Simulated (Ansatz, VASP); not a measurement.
## One calculation of C, two programs

File POSCAR:

```
C
1.0
    2.5031953547      0.0000000000      0.0000000000
   -1.2515976774      2.1678307678      0.0000000000
    0.0000000000      0.0000000000      4.1688692743
C
4
Direct
    0.3333333333      0.6666666667      0.0002313159
    0.6666666667      0.3333333333      0.5002313159
    0.3333333333      0.6666666667      0.3747686841
    0.6666666667      0.3333333333      0.8747686841
```

File INCAR.step1:

```
PREC = Accurate
ENCUT = 520
ISMEAR = 0
SIGMA = 0.01
LREAL = F
LASPH = T
NELM = 80
NBANDS = 16
GGA = PE
ALGO = Normal
EDIFF = 1E-4
LWAVE = T
LCHARG = F
```

INCAR.step2

```
PREC = Accurate
ENCUT = 520
EDIFF = 1E-7
ISMEAR = 0
SIGMA = 0.01
LREAL = F
LASPH = T
NELM = 80
ALGO = Normal
ISIF = 2
LWAVE = F
LCHARG = F
METAGGA = R2SCAN
LMIXTAU = T
NBANDS = 16
ISTART = 1
```

File KPOINTS:

```
regular mesh
0
Gamma
  12 12 6
```

Input for Ansatz:

```yaml
crystal:
  lattice:
    - [2.5031953547, 0.0, 0.0]
    - [-1.2515976774, 2.1678307678, 0.0]
    - [0.0, 0.0, 4.1688692743]
  atoms:
    - { symbol: C, position: [0.3333333333, 0.6666666667, 0.0002313159] }
    - { symbol: C, position: [0.6666666667, 0.3333333333, 0.5002313159] }
    - { symbol: C, position: [0.3333333333, 0.6666666667, 0.3747686841] }
    - { symbol: C, position: [0.6666666667, 0.3333333333, 0.8747686841] }
kpoints:
  mp_grid: { grid: [12, 12, 6] }
  band_path:
    path:
      - [0.0, 0.0, 0.0]
      - [0.5, 0.0, 0.0]
      - [0.3333333333, 0.3333333333, 0.0]
      - [0.0, 0.0, 0.5]
      - [0.5, 0.0, 0.5]
      - [0.3333333333, 0.3333333333, 0.5]
    npoints: 1
hamiltonian:
  xc: r2scan
scf:
  occupations: { method: fixed }
  n_extra_bands: 5
output:
  forces: true
  stress: true
  eigenvalues: true
```

Alike in both runs: task single point; functional r2SCAN; k mesh 12 × 12 × 6; no spin polarisation.

```csv
,VASP,Ansatz
version,VASP 6.6.1,Ansatz 0.2.0
potentials or method,"VASP PAW PBE potentials, release 64 (C)","plane waves, PAW"
plane-wave cutoff (eV),520,500
occupations,"gaussian, width 0.01 eV",fixed
valence electrons in the cell,16,16
```

```tsv
	VASP	Ansatz	Ansatz less VASP
gap on the k mesh at the Fermi level (eV)	3.56	3.60	+0.034
pressure (GPa)	1.1	0.0	-1.11
rms of the force components (eV/Å)	0.006	0.001	-0.0052
```

VASP's potentials were made for PBE, not for r2SCAN. Atom by atom the forces differ by 0.005 eV/Å (rms over components).
